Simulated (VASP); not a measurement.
Runs of VASP 6.6.1 on La. The structure is that of space group P6_3/mmc (No. 194), or close to it. The cells are those of the table. 

```csv
cell,gap on the mesh (eV),pressure (GPa)
"a = 3.512, b = 3.512, c = 11.266 Å, angles 90.0, 90.0, 120.0°, 4 atoms",none,4.0
"a = 3.565, b = 3.565, c = 11.434 Å, angles 90.0, 90.0, 120.0°, 4 atoms",none,(a)
"a = 3.616, b = 3.616, c = 11.598 Å, angles 90.0, 90.0, 120.0°, 4 atoms",none,1.1
"a = 3.665, b = 3.665, c = 11.757 Å, angles 90.0, 90.0, 120.0°, 4 atoms",none,0.0
```

Alike in all rows: task single point; level PBEsol; potentials or basis VASP PAW PBE potentials, release 64 (La); no spin polarisation; k mesh 13 × 13 × 4; cutoff (eV) 520; smearing fermi-dirac 0.1 eV.

Question: Fill in the values left out.

Answer: (a) 2.5.

Caveats: the PAW data sets were made with another functional, which shifts forces and pressure a little; spin-orbit coupling is left out, which moves the levels of the heavy elements; the cell stands under pressure (at least some runs).

A k mesh can miss the band edges, and the runs leave out spin-orbit coupling on La.

A gap of «none» marks levels without a gap at the run's occupations.
